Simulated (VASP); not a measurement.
Runs of VASP 6.6.1 on TiO2. The structure is that of space group Pmma (No. 51), or close to it. The cells are those of the table. 

```csv
cell,gap on the mesh (eV),pressure (GPa),largest force (eV/Å)
"a = 3.799, b = 3.799, c = 10.447 Å, 12 atoms",1.73,-5.4,0.85
"a = 3.799, b = 3.799, c = 11.197 Å, 12 atoms",1.67,-5.4,(b)
"a = 3.799, b = 3.799, c = 12.697 Å, 12 atoms",1.65,(c),1.32
"a = 3.799, b = 3.799, c = 10.697 Å, 12 atoms",1.70,(d),0.74
"a = 3.799, b = 3.799, c = 15.697 Å, 12 atoms",1.65,-3.8,(a)
```

Alike in all rows: task single point; level PBE; potentials or basis VASP PAW PBE potentials, release 64 (Ti_sv, O); no spin polarisation; k mesh 7 × 7 × 3; cutoff (eV) 520; smearing gaussian 0.05 eV.

Q: Fill in the values left out.

A: (a) 1.35; (b) 1.01; (c) -4.7; (d) -5.6.

Caveats: forces of over 1 eV/Å act on the atoms, so gaps and moduli don't describe the material at rest (some runs).

A k mesh can miss the band edges.
